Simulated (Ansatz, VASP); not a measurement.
## ZnS: VASP beside Ansatz

```
Zn S
1.0
     0.00000    2.70200    2.70200
     2.70200    0.00000    2.70200
     2.70200    2.70200    0.00000
Zn S
1 1
Direct
  0.75000 0.75000 0.75000
  0.00000 0.00000 0.00000
```

Alike in both runs: task single point; functional PBE; k mesh 4 × 4 × 4; no spin polarisation.

|  | VASP | Ansatz |
| --- | --- | --- |
| version | VASP 6.6.1 | Ansatz 0.2.0 |
| potentials or method | VASP PAW PBE potentials, release 64 (Zn, S), cutoff 500 eV | plane waves, PAW |
| occupations | gaussian, width 0.01 eV | fixed |
| valence electrons in the cell | 18 | 18 |

```tsv
	VASP	Ansatz	Ansatz less VASP
gap on the k mesh at the Fermi level (eV)	2.10	2.10	-0.003
```

The k mesh is coarse, so the values compare programs but aren't converged.
